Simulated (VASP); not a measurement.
Input of a VASP 6.6.1 run:

Contents of INCAR:

```
PREC = Accurate
ENCUT = 520
EDIFF = 1E-8
ISMEAR = -1
SIGMA = 0.05
LREAL = False
LASPH = True
NELM = 80
ALGO = Normal
ISIF = 2
LWAVE = False
LCHARG = False
GGA = PS
LEFG = True
NBANDS = 10
```

File KPOINTS:

```
Automatic mesh
0
Gamma
  8 8 8
```

The input POSCAR:

```
Rb
1.0
   -2.7487186211      2.7487186211      2.7487186211
    2.7487186211     -2.7487186211      2.7487186211
    2.7487186211      2.7487186211     -2.7487186211
Rb
1
Direct
    0.0000000000      0.0000000000      0.0000000000
```

Potentials or basis: VASP PAW PBE potentials, release 64 (Rb_sv).

Command:

```sh
$ cat potpaw_PBE.64/Rb_sv/POTCAR > POTCAR
$ mpirun -np 1 vasp_std > vasp.out
```

Question: What does it give for the band gap on the k mesh?

Answer: Zero (an odd number of electrons rules out a gap without spin polarisation).

Question: What does it give for the pressure?

Answer: 0.1 GPa.

Caveat: the PAW data sets were made with another functional, which shifts forces and pressure a little.
